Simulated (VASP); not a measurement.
# ZrN: single point with PBE

The system is ZrN.

```xyz
2
Lattice="0.0000 2.2743 2.2743 2.2743 0.0000 2.2743 2.2743 2.2743 0.0000" Properties=species:S:1:pos:R:3 pbc="T T T"
Zr    0.0000    0.0000    0.0000
N     2.2743    2.2743    2.2743
```

* Program: VASP 6.6.1
* Task: single point
* Functional: PBE
* Potentials or basis: VASP PAW PBE potentials, release 64 (Zr_sv, N)
* Cutoff: 600 eV
* k mesh: 18 × 18 × 18
* Occupations: gaussian, width 0.15 eV
* Spin: collinear spin
* Starting moments: [0.8, 0.0] μB
* Fixed moment: 0.8 μB
* Dipole correction: no
* Further INCAR settings: ALGO = Normal; EDIFF = 1e-06; NBANDS = 20

| Property | Result |
| --- | --- |
| Pressure | 12.4 GPa |
| Net moment | 0.80 μB per cell |
| Site moments | Zr +0.46; N +0.08 μB |
| Valence electrons inside the program's atomic spheres | Zr 9.92; N 3.73 |

It took 5.1 min on 1 thread of Oxide Virtual Turin-like Processor, with other jobs on the host, peak memory 0.27 GiB.

Caveat: the cell stands under pressure; the total moment is fixed, so each spin has its own Fermi level and the state may be an excited one.
